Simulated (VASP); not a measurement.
# Pb (Im-3m) in VASP: settings compared

The runs below take Pb through single point, with PBE, PBEsol.

Program: VASP 6.6.1. These are calculated values, not measurements. Logs are shortened: lines on timing, memory, paths and dates and some standing lists are left out, and cuts for length are marked.

**1. The cell of the first run**

The structure is cubic, space group Im-3m (No. 229). The conventional cell has a = 3.959 Å, b = 3.959 Å, c = 3.959 Å, α = 90.00°, β = 90.00°, γ = 90.00°. Within 4.5 Å of Pb (site symmetry m-3m) lie 14 Pb at 3.43 to 3.96 Å.

**2. Single point, PBE**

File INCAR:

```
SYSTEM = Pb
ALGO = Normal
EDIFF = 1E-6
ENCUT = 520
GGA = PE
ISIF = 2
ISMEAR = -1
LASPH = .TRUE.
LCHARG = .FALSE.
LREAL = .FALSE.
LWAVE = .FALSE.
NBANDS = 13
NELM = 80
PREC = Accurate
SIGMA = 0.08
```

File KPOINTS:

```
k-points
0
G
  13 13 13
  0 0 0
```

File POSCAR:

```
Pb
1.0
   -1.9796595667      1.9796595667      1.9796595667
    1.9796595667     -1.9796595667      1.9796595667
    1.9796595667      1.9796595667     -1.9796595667
Pb
1
Direct
    0.0000000000      0.0000000000      0.0000000000
```

Potentials or basis: VASP PAW PBE potentials, release 64 (Pb_d).

The run is started by

```
> cat potpaw_PBE.64/Pb_d/POTCAR > POTCAR
> mpirun -np 1 vasp_std > vasp.out
```

OUTCAR:

```text
SYSTEM = Pb
   EDIFF = 1E-6
   ENCUT = 520
   GGA = PE
   ISIF = 2
   ISMEAR = -1
   LASPH = .TRUE.
   LREAL = .FALSE.
   NELM = 80
   PREC = Accurate

 ion  position               nearest neighbor table
   1  0.000  0.000  0.000-

  LATTYP: Found a body centered cubic cell.
 ALAT       =     3.9593191334

  Lattice vectors:

 A1 = (  -1.9796595667,   1.9796595667,   1.9796595667)
 A2 = (   1.9796595667,  -1.9796595667,   1.9796595667)
 A3 = (   1.9796595667,   1.9796595667,  -1.9796595667)

Analysis of symmetry for initial positions (statically):
=====================================================================
 Subroutine PRICEL returns:
 Original cell was already a primitive cell.

 Routine SETGRP: Setting up the symmetry group for a
 body centered cubic supercell.

 Subroutine GETGRP returns: Found 48 space group operations
 (whereof 48 operations were pure point group operations)
 out of a pool of 48 trial point group operations.

The static configuration has the point symmetry O_h .

Analysis of symmetry for dynamics (positions and initial velocities):
=====================================================================
 Subroutine PRICEL returns:
 Original cell was already a primitive cell.

 Routine SETGRP: Setting up the symmetry group for a
 body centered cubic supercell.

 Subroutine GETGRP returns: Found 48 space group operations
 (whereof 48 operations were pure point group operations)
 out of a pool of 48 trial point group operations.

The dynamic configuration has the point symmetry O_h .

 Subroutine INISYM returns: Found 48 space group operations
 (whereof 48 operations are pure point group operations),
 and found     1 'primitive' translations

----------------------------------------------------------------------------------------

                                     Primitive cell

  volume of cell :      31.0336

  direct lattice vectors                    reciprocal lattice vectors
    -1.979659567  1.979659567  1.979659567     0.000000000  0.252568678  0.252568678
     1.979659567 -1.979659567  1.979659567     0.252568678  0.000000000  0.252568678
     1.979659567  1.979659567 -1.979659567     0.252568678  0.252568678  0.000000000

  length of vectors
     3.428870951  3.428870951  3.428870951     0.357186050  0.357186050  0.357186050

  position of ions in fractional coordinates (direct lattice)
     0.000000000  0.000000000  0.000000000

  ion indices of the primitive-cell ions
   primitive index   ion index
                 1           1

----------------------------------------------------------------------------------------

 KPOINTS: k-points

Automatic generation of k-mesh.
 Grid dimensions read from file:
 generate k-points for:   13   13   13

 Generating k-lattice:

  Cartesian coordinates                     Fractional coordinates (reciprocal lattice)
     0.000000000  0.019428360  0.019428360     0.076923077  0.000000000  0.000000000
     0.019428360  0.000000000  0.019428360     0.000000000  0.076923077  0.000000000
     0.019428360  0.019428360  0.000000000     0.000000000  0.000000000  0.076923077

  Length of vectors
     0.027475850  0.027475850  0.027475850

  Shift w.r.t. Gamma in fractional coordinates (k-lattice)
     0.000000000  0.000000000  0.000000000

 Subroutine IBZKPT returns following result:
 ===========================================

 Found     84 irreducible k-points:

 Following reciprocal coordinates:
            Coordinates               Weight
  0.000000  0.000000  0.000000      1.000000
  0.076923  0.000000  0.000000     12.000000
  0.153846  0.000000  0.000000     12.000000
  0.230769  0.000000  0.000000     12.000000
  0.307692  0.000000  0.000000     12.000000
  0.384615  0.000000  0.000000     12.000000
[... 16 lines left out ...]
  0.153846  0.076923  0.076923     24.000000
  0.230769  0.076923  0.076923     24.000000
 [... further k-points ...]
   k-points           NKPTS =     84   k-points in BZ     NKDIM =     84   number of bands    NBANDS=     13
   number of dos      NEDOS =    301   number of ions     NIONS =      1
   total plane-waves  NPLWV =  21952
   dimension x,y,z NGX =    28 NGY =   28 NGZ =   28
   dimension x,y,z NGXF=    56 NGYF=   56 NGZF=   56
   ions per type =               1
   NGX,Y,Z   is equivalent  to a cutoff of  13.58, 13.58, 13.58 a.u.
   NGXF,Y,Z  is equivalent  to a cutoff of  27.15, 27.15, 27.15 a.u.
 SYSTEM =  Pb
   PREC   = accura    normal or accurate (medium, high low for compatibility)
   ISTART =      0    job   : 0-new  1-cont  2-samecut
   ICHARG =      2    charge: 1-file 2-atom 10-const
   ISPIN  =      1    spin polarized calculation?
   LNONCOLLINEAR =      F non collinear calculations
   LSORBIT =      F    spin-orbit coupling
   LASPH  =      T    aspherical Exc in radial PAW
   ENCUT  =  520.0 eV  38.22 Ry    6.18 a.u.   6.38  6.38  6.38*2*pi/ulx,y,z
   NELM   =     80;   NELMIN=  2; NELMDL= -5     # of ELM steps
   EDIFF  = 0.1E-05   stopping-criterion for ELM
   LREAL  =      F    real-space projection
   EDIFFG = 0.1E-04   stopping-criterion for IOM
   NSW    =      0    number of steps for IOM
   IBRION =     -1    ionic relax: 0-MD 1-quasi-New 2-CG
   NFREE  =      0    steps in history (QN), initial steepest desc. (CG)
   ISIF   =      2    stress and relaxation
   ISYM   =      2    0-nonsym 1-usesym 2-fastsym
   POTIM  = 0.5000    time-step for ionic-motion
   TEBEG  =    0.0;   TEEND  =   0.0 temperature during run
   PSTRESS=    0.0 pullay stress
   NELECT =      14.0000    total number of electrons
   NUPDOWN=      -1.0000    fix difference up-down
   EMIN   =  10.00;   EMAX   =-10.00  energy-range for DOS
   EFERMI =   0.00;   METHOD = LEGACY
   ISMEAR =    -1;   SIGMA  =   0.08  broadening in eV -4-tet -1-fermi 0-gaus
   EFERMI_NEDOS =   21; number of points for ismear=-14 and -15
   IALGO  =     38    algorithm
   IMIX   =      4    mixing-type and parameters
     AMIX     =   0.40;   BMIX     =  1.00
     AMIX_MAG =   1.60;   BMIX_MAG =  1.00
  volume/ion in A,a.u.               =      31.03       209.42
  Fermi-wavevector in a.u.,A,eV,Ry     =   1.255568  2.372680 21.448927  1.576452
  Thomas-Fermi vector in A             =   2.389319
   LORBIT       =      0    0 simple, 1 ext, 2 COOP (PROOUT), +10 PAW based schemes
   GGA     = PE    functional components
   LHFCALC =     F    Hartree Fock is set to
   AEXX    =    0.0000 exact exchange contribution
   IVDW    =     0    specifies the selected vdW correction
   LEPSILON=     F    determine dielectric tensor
   LRPA    =     F    only Hartree local field effects (RPA)
 non-spin polarized calculation
  energy-cutoff  :      520.00
  volume of cell :       31.03
 maximum number of plane-waves:       887
 NGX is ok and might be reduce to    28
   NGX = 13   NGY = 13   NGZ = 13

 number of electron      14.0000002 magnetization

 Free energy of the ion-electron system (eV)
  ---------------------------------------------------
  ext. energy  EPLUGINS =         0.00000000
  ---------------------------------------------------
  free energy    TOTEN  =        -3.52761149 eV

  energy without entropy =       -3.51566219  energy(sigma->0) =       -3.52163684

 E-fermi :   7.0373     XC(G=0): -10.0777

 val. band max:        6.9485644367   @ k =   0.1538   0.1538   0.0769
 cond. band min:       7.0419473128   @ k =  -0.4615   0.4615   0.3846
 fundamental gap:      0.0933828761
 Fermi energy:         7.0372742827

 k-point     1 :       0.0000    0.0000    0.0000
  band No.  band energies     occupation
      1     -10.0876      2.00000
      2     -10.0876      2.00000
      3     -10.0876      2.00000
      4      -9.8629      2.00000
      5      -9.8629      2.00000
      6      -4.5779      2.00000
      7      14.4648      0.00000
      8      14.4648      0.00000
      9      14.4648      0.00000
     10      18.1025      0.00000
     11      18.1025      0.00000
     12      18.1025      0.00000
     13      18.5442      0.00000

 k-point     2 :       0.0769    0.0000    0.0000
  band No.  band energies     occupation
      1     -10.0920      2.00000
      2     -10.0818      2.00000
      3     -10.0676      2.00000
      4      -9.8679      2.00000
      5      -9.8632      2.00000
      6      -4.4603      2.00000
      7      13.2353      0.00000
      8      14.0673      0.00000
      9      14.3102      0.00000
     10      17.3115      0.00000
     11      17.7770      0.00000
     12      17.9787      0.00000
     13      19.3253      0.00000

 k-point     3 :       0.1538    0.0000    0.0000
  band No.  band energies     occupation
      1     -10.1046      2.00000
      2     -10.0685      2.00000
      3     -10.0119      2.00000
      4      -9.8803      2.00000
      5      -9.8644      2.00000
      6      -4.1077      2.00000
      7      10.9774      0.00000
      8      13.1821      0.00000
      9      13.8762      0.00000
     10      16.3130      0.00000
     11      17.2050      0.00000
     12      17.9963      0.00000
     13      20.0937      0.00000
[... 305 lines left out ...]
 k-point    23 :       0.1538    0.0769    0.0769
  band No.  band energies     occupation
      1     -10.1108      2.00000
      2     -10.0791      2.00000
      3      -9.9058      2.00000
      4      -9.8840      2.00000
      5      -9.8715      2.00000
      6      -3.2942      2.00000
      7       8.3088      0.00000
      8      11.1441      0.00000
      9      11.8887      0.00000
     10      17.4298      0.00000
     11      17.9681      0.00000
     12      18.9649      0.00000
     13      20.3560      0.00000

 k-point    24 :       0.2308    0.0769    0.0769
  band No.  band energies     occupation
      1     -10.1279      2.00000
      2     -10.0654      2.00000
      3      -9.8898      2.00000
      4      -9.8699      2.00000
      5      -9.8416      2.00000
      6      -2.5139      2.00000
      7       6.4370      1.99890
      8      10.0538      0.00000
      9      11.2969      0.00000
     10      16.9994      0.00000
     11      17.9960      0.00000
     12      19.4525      0.00000
     13      20.9580      0.00000

 [... further k-points ...]
[... 5 lines left out ...]
  --------------------------------------------------------------------------------------
  -------------------------------------------------------------------------------------
  Total        0.2132984      0.2132984      0.2132984     -0.0000000      0.0000000      0.0000000
  in kB       11.0120120     11.0120120     11.0120120     -0.0000000      0.0000000      0.0000000
  external PRESSURE =      11.0120120 kB  Pullay stress =       0.0000000 kB

 VOLUME and BASIS-vectors are now :
 -----------------------------------------------------------------------------
  energy-cutoff  :      520.00
  volume of cell :       31.03
      direct lattice vectors                 reciprocal lattice vectors
    -1.979659567  1.979659567  1.979659567     0.000000000  0.252568678  0.252568678
     1.979659567 -1.979659567  1.979659567     0.252568678  0.000000000  0.252568678
     1.979659567  1.979659567 -1.979659567     0.252568678  0.252568678  0.000000000

 POSITION                                       TOTAL-FORCE (eV/Angst)
 -----------------------------------------------------------------------------------
      0.00000      0.00000      0.00000         0.000000     -0.000000      0.000000
 -----------------------------------------------------------------------------------
    total drift:                               -0.000000     -0.000000     -0.000000

  FREE ENERGIE OF THE ION-ELECTRON SYSTEM (eV)
  ---------------------------------------------------
  free  energy   TOTEN  =        -3.5276114921 eV

  energy  without entropy=       -3.5156621924  energy(sigma->0) =       -3.52163684
```

It took 29 s on 1 thread of Intel Xeon Platinum 8375C at 2.90GHz (Ice Lake), shared host; peak memory 0.17 GiB.

What came out:

| Property | Result |
| --- | --- |
| Free energy | -3.5276 eV |
| Pressure | 1.1 GPa |
| Band gap on the k mesh | zero (band 7 reaches 14.46 eV, above the bottom of band 8 at 5.15 eV) |

Levels at points of the mesh, in eV from the Fermi level:
```tsv
k point	band 4	band 5	band 6	band 7	band 8	band 9	band 10	band 11
(0.00, 0.00, 0.00)	-16.90	-16.90	-11.62	7.43	7.43	7.43	11.07	11.07
```

Caveat: spin-orbit coupling is left out, which moves the levels of the heavy elements.

**3. Single point, PBEsol**

File INCAR:

```
SYSTEM = Pb
PREC = Accurate
ENCUT = 520
EDIFF = 1E-6
ISMEAR = -1
SIGMA = 0.08
LREAL = .False.
LASPH = .True.
NELM = 80
ALGO = Normal
ISIF = 2
LWAVE = .False.
LCHARG = .False.
GGA = PS
NBANDS = 13
```

File KPOINTS:

```
Automatic mesh
0
Gamma
  13 13 13
  0 0 0
```

POSCAR is that of step 2.

Potentials or basis: VASP PAW PBE potentials, release 64 (Pb_d).

The run is started by

```
> cat potpaw_PBE.64/Pb_d/POTCAR > POTCAR
> mpirun -np 1 vasp_std > vasp.out
```

Wall time 43 s (1 thread of Intel Xeon Platinum 8375C at 2.90GHz (Ice Lake), shared host); peak memory 0.17 GiB.

The run converged. Its results:

* Free energy: -3.9628 eV
* Pressure: -1.7 GPa
* Band gap on the k mesh: zero (band 7 reaches 14.28 eV, above the bottom of band 8 at 4.95 eV)

Levels at points of the mesh, in eV from the Fermi level:
| k point | band 4 | band 5 | band 6 | band 7 | band 8 | band 9 | band 10 | band 11 |
| --- | --- | --- | --- | --- | --- | --- | --- | --- |
| (0.00, 0.00, 0.00) | -16.80 | -16.80 | -11.62 | 7.43 | 7.43 | 7.43 | 11.07 | 11.07 |

Caveat: the PAW data sets were made with another functional, which shifts forces and pressure a little; spin-orbit coupling is left out, which moves the levels of the heavy elements.
